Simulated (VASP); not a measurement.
# BaTiO3 (P1) in VASP: settings compared

Aim: see how the results for BaTiO3 move with the level of theory and the settings. Levels: PBEsol+U, LDA+U. Tasks: relaxation of cell and atoms, single point.

Program: VASP 6.6.1. These are calculated values, not measurements. Logs are shortened: lines on timing, memory, paths and dates and some standing lists are left out, and cuts for length are marked.

### Step 1. The cell of the first run

The typed cell holds 5 atoms: a = 4.000 Å, b = 4.000 Å, c = 4.018 Å, α = 90.00°, β = 90.00°, γ = 90.00°.

### Step 2. Relaxation of cell and atoms, PBEsol+U

The input, INCAR:

```
SYSTEM = BaTiO3
ALGO = Normal ; EDIFF = 1E-7
EDIFFG = -0.01 ; ENCUT = 600
GGA = PS ; GGA_COMPAT = .FALSE.
IBRION = 2 ; ISIF = 3
ISMEAR = -1 ; KPAR = 4
LASPH = .TRUE. ; LCHARG = .FALSE.
LDAU = .TRUE. ; LDAUJ = 0 0 0
LDAUL = -1 2 -1 ; LDAUPRINT = 1
LDAUTYPE = 2 ; LDAUU = 0 5 0
LMAXMIX = 4 ; LREAL = .FALSE.
LWAVE = .FALSE. ; NELM = 200
NELMIN = 4 ; NSW = 60
PREC = Accurate ; SIGMA = 0.05
```

The input, KPOINTS:

```
k-points
0
G
  7 7 7
  0 0 0
```

The input, POSCAR:

```
BaTiO3
1.0
    3.9998000000      0.0000000000      0.0000000000
    0.0000000000      3.9998000000      0.0000000000
    0.0000000000      0.0000000000      4.0180000000
Ba Ti O
1 1 3
Direct
    0.9955672000      0.9906407400      0.0035034300
    0.5025366900      0.4919233700      0.4687657700
    0.4792189400      0.5143238900      0.0064065200
    0.5027309200      0.0032990000      0.5093824900
    0.0199462600      0.4998130000      0.5399418000
```

Potentials or basis: VASP PAW PBE potentials, release 64 (Ba_sv, Ti_sv, O).

Command:

```console
cat potpaw_PBE.64/Ba_sv/POTCAR potpaw_PBE.64/Ti_sv/POTCAR potpaw_PBE.64/O/POTCAR > POTCAR
mpirun -np 4 vasp_std > vasp.out
```

OUTCAR:

```text
SYSTEM = BaTiO3
   EDIFF = 1E-7
   EDIFFG = -0.01
   ENCUT = 600
   GGA = PS
   IBRION = 2
   ISIF = 3
   ISMEAR = -1
   LASPH = .TRUE.
   LREAL = .FALSE.
   NELM = 200
   NELMIN = 4
   NSW = 60
   PREC = Accurate

 ion  position               nearest neighbor table
   1  0.996  0.991  0.004-   5 2.71   3 2.72   5 2.76   4 2.80   3 2.81   4 2.83   4 2.84   3 2.85
                             4 2.87   5 2.92   3 2.94   5 2.97   2 3.37   2 3.38   2 3.40   2 3.41
   2  0.503  0.492  0.469-   3 1.86   5 1.95   4 1.96   4 2.05   5 2.09   3 2.16   1 3.37   1 3.38
                             1 3.40   1 3.41   1 3.53   1 3.54   1 3.56   1 3.57
   3  0.479  0.514  0.006-   2 1.86   2 2.16   1 2.72   1 2.81   1 2.85   1 2.94
   4  0.503  0.003  0.509-   2 1.96   2 2.05   1 2.80   1 2.83   1 2.84   1 2.87
   5  0.020  0.500  0.540-   2 1.95   2 2.09   1 2.71   1 2.76   1 2.92   1 2.97

  LATTYP: Found a simple tetragonal cell.
 ALAT       =     3.9998000000
 C/A-ratio  =     1.0045502275

  Lattice vectors:

 A1 = (   3.9998000000,   0.0000000000,   0.0000000000)
 A2 = (   0.0000000000,   3.9998000000,   0.0000000000)
 A3 = (   0.0000000000,   0.0000000000,   4.0180000000)

Analysis of symmetry for initial positions (statically):
=====================================================================
 Subroutine PRICEL returns:
 Original cell was already a primitive cell.

 Routine SETGRP: Setting up the symmetry group for a
 simple tetragonal supercell.

 Subroutine GETGRP returns: Found  1 space group operations
 (whereof  1 operations were pure point group operations)
 out of a pool of 16 trial point group operations.

The static configuration has the point symmetry C_1 .

Analysis of symmetry for dynamics (positions and initial velocities):
=====================================================================
 Subroutine PRICEL returns:
 Original cell was already a primitive cell.

 Routine SETGRP: Setting up the symmetry group for a
 simple tetragonal supercell.

 Subroutine GETGRP returns: Found  1 space group operations
 (whereof  1 operations were pure point group operations)
 out of a pool of 16 trial point group operations.

The dynamic configuration has the point symmetry C_1 .

 Subroutine INISYM returns: Found  1 space group operations
 (whereof  1 operations are pure point group operations),
[... 270 lines left out ...]

--------------------------------------- Ionic step       11  -------------------------------------------

 number of electron      39.9999997 magnetization

------------------------ aborting loop because EDIFF is reached ----------------------------------------
[... 67 lines left out ...]
  FREE ENERGIE OF THE ION-ELECTRON SYSTEM (eV)
  ---------------------------------------------------
  free  energy   TOTEN  =       -38.6570030506 eV

  energy  without entropy=      -38.6570030506  energy(sigma->0) =      -38.65700305

atom =   2  type =  2  l = 2

 onsite density matrix

spin component  1

  0.1000 -0.0000 -0.0000  0.0000 -0.0000
 -0.0000  0.0999  0.0000 -0.0000  0.0000
 -0.0000  0.0000  0.2337  0.0000 -0.0000
  0.0000 -0.0000  0.0000  0.0999  0.0000
 -0.0000  0.0000 -0.0000  0.0000  0.2338

spin component  2

  0.1000 -0.0000 -0.0000  0.0000 -0.0000
 -0.0000  0.0999  0.0000 -0.0000  0.0000
 -0.0000  0.0000  0.2337  0.0000 -0.0000
  0.0000 -0.0000  0.0000  0.0999  0.0000
 -0.0000  0.0000 -0.0000  0.0000  0.2338

 occupancies and eigenvectors

  o =  0.0999  v =  0.0173  0.9995 -0.0000  0.0276 -0.0000  0.0000  0.0000  0.0000  0.0000  0.0000      0.0000  0.0000  0.0000  0.0000  0.0000  0.0000  0.0000  0.0000  0.0000  0.0000
  o =  0.0999  v =  0.0000  0.0000  0.0000  0.0000  0.0000  0.0173  0.9995 -0.0000  0.0276 -0.0000      0.0000  0.0000  0.0000  0.0000  0.0000  0.0000  0.0000  0.0000  0.0000  0.0000
  o =  0.0999  v =  0.0000  0.0000  0.0000  0.0000  0.0000  0.0155  0.0274  0.0000 -0.9995  0.0000      0.0000  0.0000  0.0000  0.0000  0.0000  0.0000  0.0000  0.0000  0.0000  0.0000
  o =  0.0999  v =  0.0155  0.0274  0.0000 -0.9995  0.0000  0.0000  0.0000  0.0000  0.0000  0.0000      0.0000  0.0000  0.0000  0.0000  0.0000  0.0000  0.0000  0.0000  0.0000  0.0000
  o =  0.1000  v =  0.0000  0.0000  0.0000  0.0000  0.0000  0.9997 -0.0177  0.0000  0.0150  0.0000      0.0000  0.0000  0.0000  0.0000  0.0000  0.0000  0.0000  0.0000  0.0000  0.0000
  o =  0.1000  v =  0.9997 -0.0177  0.0000  0.0150  0.0000  0.0000  0.0000  0.0000  0.0000  0.0000      0.0000  0.0000  0.0000  0.0000  0.0000  0.0000  0.0000  0.0000  0.0000  0.0000
  o =  0.2337  v =  0.0000 -0.0000 -0.9619 -0.0000 -0.2733  0.0000  0.0000  0.0000  0.0000  0.0000      0.0000  0.0000  0.0000  0.0000  0.0000  0.0000  0.0000  0.0000  0.0000  0.0000
  o =  0.2337  v =  0.0000  0.0000  0.0000  0.0000  0.0000  0.0000 -0.0000 -0.9619 -0.0000 -0.2733      0.0000  0.0000  0.0000  0.0000  0.0000  0.0000  0.0000  0.0000  0.0000  0.0000
  o =  0.2338  v =  0.0000  0.0000  0.0000  0.0000  0.0000 -0.0000  0.0000 -0.2733  0.0000  0.9619      0.0000  0.0000  0.0000  0.0000  0.0000  0.0000  0.0000  0.0000  0.0000  0.0000
  o =  0.2338  v = -0.0000  0.0000 -0.2733  0.0000  0.9619  0.0000  0.0000  0.0000  0.0000  0.0000      0.0000  0.0000  0.0000  0.0000  0.0000  0.0000  0.0000  0.0000  0.0000  0.0000

--------------------------------------- Ionic step       13  -------------------------------------------

 number of electron      39.9999997 magnetization

 Free energy of the ion-electron system (eV)
  ---------------------------------------------------
  ext. energy  EPLUGINS =         0.00000000
  ---------------------------------------------------
  free energy    TOTEN  =       -38.65702181 eV

  energy without entropy =      -38.65702181  energy(sigma->0) =      -38.65702181

 E-fermi :   5.0080     XC(G=0): -11.4787

 val. band max:        3.7326157893   @ k =  -0.4286   0.4286   0.4286
 cond. band min:       6.0673392380   @ k =   0.0000   0.0000   0.0000
 fundamental gap:      2.3347234487
 Fermi energy:         5.0080066887

 k-point     1 :       0.0000    0.0000    0.0000
  band No.  band energies     occupation
      1     -53.9877      2.00000
      2     -30.2448      2.00000
      3     -30.2447      2.00000
      4     -30.2447      2.00000
      5     -20.9899      2.00000
      6     -13.0771      2.00000
[... 637 lines left out ...]
     23       8.1481      0.00000
     24       8.4830      0.00000

 [... further k-points ...]

------------------------ aborting loop because EDIFF is reached ----------------------------------------

  FORCE on cell =-STRESS in cart. coord.  units (eV):
  Direction    XX          YY          ZZ          XY          YZ          ZX
  --------------------------------------------------------------------------------------
  -------------------------------------------------------------------------------------
  Total       -0.0003312     -0.0119684     -0.0253804     -0.0026734      0.0012267     -0.0022737
  in kB       -0.0082028     -0.2963989     -0.6285472     -0.0662068      0.0303799     -0.0563083
  external PRESSURE =      -0.3110497 kB  Pullay stress =       0.0000000 kB
[... 20 lines left out ...]
  FREE ENERGIE OF THE ION-ELECTRON SYSTEM (eV)
  ---------------------------------------------------
  free  energy   TOTEN  =       -38.6570218148 eV

  energy  without entropy=      -38.6570218147  energy(sigma->0) =      -38.65702181

 reached required accuracy - stopping structural energy minimisation
```

CONTCAR:

```text
BaTiO3
   1.00000000000000
     4.0138885791240764    0.0000987117873177    0.0000771845547328
     0.0001187345477298    4.0144355972957229   -0.0000718122424138
     0.0001105814203095   -0.0000245901423592    4.0149542189364453
  Ba              Ti              O
     1     1     3
Direct
     0.9998937002801642    0.9999687258991160    0.0052439927755944
     0.4997624960794163    0.4999003411020089    0.5053078110634615
     0.5003019704607931    0.4998699143697185    0.0058304432546547
     0.4999520297999691    0.0000495071962387    0.5059164849213477
     0.0000898133796512    0.5002115114329251    0.5057012779849411

  0.00000000E+00  0.00000000E+00  0.00000000E+00
  0.00000000E+00  0.00000000E+00  0.00000000E+00
  0.00000000E+00  0.00000000E+00  0.00000000E+00
  0.00000000E+00  0.00000000E+00  0.00000000E+00
  0.00000000E+00  0.00000000E+00  0.00000000E+00
```

It took 3.9 min on 4 MPI ranks of Intel Xeon 6975P-C (Granite Rapids), shared host; peak memory 0.45 GiB.

Results:

```yaml
Free_energy: -38.6570 eV
Relaxed_volume: 12.94 Å³/atom
Relaxed_cell: a = 4.014 Å, b = 4.014 Å, c = 4.015 Å, α = 90.00°, β = 90.00°, γ = 90.00°
Space_group_after_relaxing_to_0.1_Å: Pm-3m (No. 221)
Energy_gained_by_relaxing: 50.0 meV/atom
Ionic_steps: 13
Pressure_after_relaxing: 0.0 GPa
Largest_force_after_relaxing: 0.008 eV/Å
Band_gap_on_the_k_mesh: 2.33 eV (least direct gap 2.48 eV)
```

Forces in eV/Å, atoms in the order of the input:
```
Ba   0.000  0.000  0.007
Ti   0.005  0.002  0.004
O   -0.006  0.003 -0.004
O    0.001 -0.001 -0.005
O    0.000 -0.004 -0.001
```

The path:
| step | energy change (eV) | largest force (eV/Å) | pressure (GPa) | volume (Å³) |
| --- | --- | --- | --- | --- |
| 1 | 0.0000 | 1.5251 | 2.87 | 64.28 |
| 2 | -0.1675 | 0.6325 | -3.81 | 66.45 |
| 3 | -0.1706 | 0.5315 | -4.68 | 66.79 |
| 4 | -0.2217 | 0.3006 | 2.25 | 63.99 |
| 5 | -0.2277 | 0.2493 | 0.44 | 64.66 |
| 6 | -0.2387 | 0.1713 | 0.20 | 64.69 |
| 7 | -0.2445 | 0.1889 | -0.04 | 64.74 |
| 8 | -0.2494 | 0.0433 | -0.07 | 64.72 |
| 9 | -0.2499 | 0.0458 | -0.06 | 64.71 |
| 10 | -0.2501 | 0.0100 | 0.10 | 64.65 |
| 11 | -0.2501 | 0.0101 | 0.10 | 64.65 |
| 12 | -0.2501 | 0.0099 | -0.14 | 64.74 |
| 13 | -0.2501 | 0.0078 | -0.03 | 64.69 |

Final structure:
```
Ba Ti O
1.0
     4.01389    0.00010    0.00008
     0.00012    4.01444   -0.00007
     0.00011   -0.00002    4.01495
Ba Ti O
1 1 3
Direct
  0.99989 0.99997 0.00524
  0.49976 0.49990 0.50531
  0.50030 0.49987 0.00583
  0.49995 0.00005 0.50592
  0.00009 0.50021 0.50570
```

Levels at points of the mesh, in eV from the valence-band top:
```csv
k point,band 17,band 18,band 19,band 20,band 21,band 22,band 23,band 24
"(0.00, 0.00, 0.00)",-1.05,-0.14,-0.14,-0.14,2.33,2.34,2.34,3.99
```

Eigenvalues of the final occupation matrices:
```csv
site,spin,trace,eigenvalues
site 2 d,1,0.77,0.10 0.10 0.10 0.23 0.23
site 2 d,2,0.77,0.10 0.10 0.10 0.23 0.23
```

Caveat: the PAW data sets were made with another functional, which shifts forces and pressure a little; spin-orbit coupling is left out, which moves the levels of the heavy elements.

### Step 3. Single point, LDA+U

The input, INCAR:

```
SYSTEM = BaTiO3
  ALGO = Normal
  EDIFF = 1E-6
  ENCUT = 600
  GGA = CA
  GGA_COMPAT = .FALSE.
  ISIF = 2
  ISMEAR = -1
  LASPH = .TRUE.
  LCHARG = .FALSE.
  LDAU = .TRUE.
  LDAUJ = 0 0 0
  LDAUL = -1 2 -1
  LDAUPRINT = 1
  LDAUTYPE = 2
  LDAUU = 0 6 0
  LMAXMIX = 4
  LREAL = .FALSE.
  LWAVE = .FALSE.
  NBANDS = 28
  NELM = 200
  PREC = Accurate
  SIGMA = 0.05
```

KPOINTS is that of step 2.

POSCAR is that of step 2.

Potentials or basis: VASP PAW LDA potentials, release 64 (Ba_sv, Ti_sv, O).

Command:

```console
cat potpaw_LDA.64/Ba_sv/POTCAR potpaw_LDA.64/Ti_sv/POTCAR potpaw_LDA.64/O/POTCAR > POTCAR
mpirun -np 1 vasp_std > vasp.out
```

Run time: 2.3 min. Hardware: 1 thread of Intel Xeon Platinum 8488C (Sapphire Rapids), shared host; peak memory 0.44 GiB.

The run converged. Its results:

```
Free energy            : -39.8590 eV
Pressure               : -0.8 GPa
Largest force          : 1.707 eV/Å
Band gap on the k mesh : 2.59 eV (least direct gap 2.87 eV)
```

Forces on the atoms (eV/Å):
```
Ba   0.182  0.201 -0.400
Ti  -0.113  0.214  1.690
O    0.746 -0.315  0.020
O    0.307 -0.056 -0.357
O   -1.122 -0.044 -0.952
```

Stress tensor (GPa, compression positive):
```
-1.83 -0.12  0.08
-0.12 -1.10  0.33
 0.08  0.33  0.66
```

Levels at points of the mesh, in eV from the valence-band top:
```csv
k point,band 17,band 18,band 19,band 20,band 21,band 22,band 23,band 24
"(0.00, 0.00, 0.00)",-1.17,-0.45,-0.34,-0.28,2.59,2.85,3.10,4.29
```

Eigenvalues of the final occupation matrices:
```
    site  spin  trace               eigenvalues
site 2 d     1   0.78  0.10 0.11 0.11 0.23 0.24
site 2 d     2   0.78  0.10 0.11 0.11 0.23 0.24
```

Caveat: spin-orbit coupling is left out, which moves the levels of the heavy elements; forces of over 1 eV/Å act on the atoms, so gaps and moduli don't describe the material at rest. A k mesh can miss the band edges.

### Step 4. Single point, LDA+U

The input, INCAR:

```
SYSTEM = BaTiO3
ALGO = Normal ; EDIFF = 1E-6
ENCUT = 600 ; GGA = CA
GGA_COMPAT = .False. ; ISIF = 2
ISMEAR = -1 ; LASPH = .True.
LCHARG = .False. ; LDAU = .True.
LDAUJ = 0 0 0 ; LDAUL = -1 2 -1
LDAUPRINT = 1 ; LDAUTYPE = 2
LDAUU = 0 1 0 ; LMAXMIX = 4
LREAL = .False. ; LWAVE = .False.
NBANDS = 28 ; NELM = 200
PREC = Accurate ; SIGMA = 0.05
```

The input, KPOINTS:

```
k-points
0
Gamma
  7 7 7
  0 0 0
```

POSCAR is that of step 3.

Command:

```console
cat potpaw_LDA.64/Ba_sv/POTCAR potpaw_LDA.64/Ti_sv/POTCAR potpaw_LDA.64/O/POTCAR > POTCAR
mpirun -np 1 vasp_std > vasp.out
```

Wall time 3.3 min (1 thread of Intel Xeon Platinum 8488C (Sapphire Rapids), shared host); peak memory 0.44 GiB.

It converged, with:

```
Free energy            : -43.2318 eV
Pressure               : -5.1 GPa
Largest force          : 1.242 eV/Å
Band gap on the k mesh : 1.98 eV (least direct gap 2.24 eV)
```

Forces in eV/Å, atoms in the order of the input:
```
Ba   0.175  0.201 -0.364
Ti  -0.509 -0.055  0.808
O    0.789 -0.329  0.873
O    0.324  0.218 -0.349
O   -0.778 -0.035 -0.967
```

Stress tensor (GPa, compression positive):
```
-5.98 -0.11  0.07
-0.11 -5.25  0.58
 0.07  0.58 -4.16
```

Levels at points of the mesh, in eV from the valence-band top:
```
           k point  band 16  band 17  band 18  band 19  band 20  band 21  band 22  band 23  band 24  band 25
(0.00, 0.00, 0.00)    -1.31    -1.16    -0.46    -0.34    -0.26     1.98     2.35     2.64     4.21     4.37
```

Eigenvalues of the final occupation matrices:
| site | spin | trace | eigenvalues |
| --- | --- | --- | --- |
| site 2 d | 1 | 0.88 | 0.12 0.13 0.13 0.24 0.25 |
| site 2 d | 2 | 0.88 | 0.12 0.13 0.13 0.24 0.25 |

Caveat: the cell stands under tension; spin-orbit coupling is left out, which moves the levels of the heavy elements; forces of over 1 eV/Å act on the atoms, so gaps and moduli don't describe the material at rest. A k mesh can miss the band edges.

### Step 5. Summary

| task | level | potentials or basis | U | cell | gap on the mesh (eV) | pressure (GPa) | largest force (eV/Å) |
| --- | --- | --- | --- | --- | --- | --- | --- |
| relaxation of cell and atoms | PBEsol+U | VASP PAW PBE potentials, release 64 (Ba_sv, Ti_sv, O) | Ti d U = 5.0 eV | relaxed | 2.33 | 0.0 | 0.01 |
| single point | LDA+U | VASP PAW LDA potentials, release 64 (Ba_sv, Ti_sv, O) | Ti d U = 6.0 eV | as given | 2.59 | -0.8 | 1.71 |
| single point | LDA+U | VASP PAW LDA potentials, release 64 (Ba_sv, Ti_sv, O) | Ti d U = 1.0 eV | as given | 1.98 | -5.1 | 1.24 |

Alike in all rows: no spin polarisation; k mesh 7 × 7 × 7; cutoff (eV) 600; smearing fermi-dirac 0.05 eV.

Caveats: spin-orbit coupling is left out, which moves the levels of the heavy elements; forces of over 1 eV/Å act on the atoms, so gaps and moduli don't describe the material at rest (at least some runs); the PAW data sets were made with another functional, which shifts forces and pressure a little (at least some runs); the cell stands under tension (at least some runs).

Total energies depend on the potentials used, so only differences within one code and one set of settings carry meaning.
